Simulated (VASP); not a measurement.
ZnO: electric field gradients with LDA

ZnO:

```
CELL_PARAMETERS angstrom
3.24931 0.00000 0.00000
-1.62465 2.81398 0.00000
0.00000 0.00000 5.20571
ATOMIC_POSITIONS crystal
Zn 0.33333 0.66667 0.50000
Zn 0.66667 0.33333 0.00000
O 0.66667 0.33333 0.37901
O 0.33333 0.66667 0.87901
```

```yaml
Program: VASP 6.6.1
Task: electric field gradients
Functional: LDA
Potentials_or_basis: VASP PAW LDA potentials, release 64 (Zn, O)
Cutoff: 520 eV
k_mesh: 8 × 8 × 5
Occupations: fermi-dirac, width 0.02 eV
Spin: no spin polarisation
Dipole_correction: no
Further_INCAR_settings: ALGO = Normal; EDIFF = 1e-08; NBANDS = 26
```

The pressure is -6.0 GPa. The largest force is 0.056 eV/Å. The band gap on the k mesh is 0.74 eV and the largest electric field gradient by atom is Zn +0.9; O -2.1 V/Å².

Forces in eV/Å, atoms in the order of the input:
```
Zn   0.000  0.000 -0.056
Zn   0.000  0.000 -0.056
O    0.000  0.000  0.056
O    0.000  0.000  0.056
```

Stress tensor (GPa, compression positive):
```
-6.62  0.00  0.00
 0.00 -6.62  0.00
 0.00  0.00 -4.82
```

Levels at points of the mesh, in eV from the valence-band top:
```csv
k point,band 15,band 16,band 17,band 18,band 19,band 20,band 21,band 22
"(0.00, 0.00, 0.00)",-0.82,-0.07,0.00,0.00,0.74,5.09,8.13,12.64
"(0.50, 0.00, 0.00)",-2.87,-2.31,-1.31,-0.83,5.68,6.70,7.46,8.34
```

Electric field gradients, principal values (V/Å²):
```
atom   least  middle  greatest (by size)
1 Zn  -0.430  -0.432               0.862
2 Zn  -0.430  -0.432               0.862
 3 O   1.039   1.048              -2.088
 4 O   1.039   1.048              -2.088
```

It took 52 s on 1 thread of Intel(R) Xeon(R) Platinum 8488C (Sapphire Rapids) (shared host), peak memory 0.16 GiB.

Caveat: the cell stands under tension; without QUAD_EFG the Cq values of the log hold for a quadrupole moment of 1 mb, not for the nuclei. LDA gaps usually lie below the measured ones, often by a third to a half.
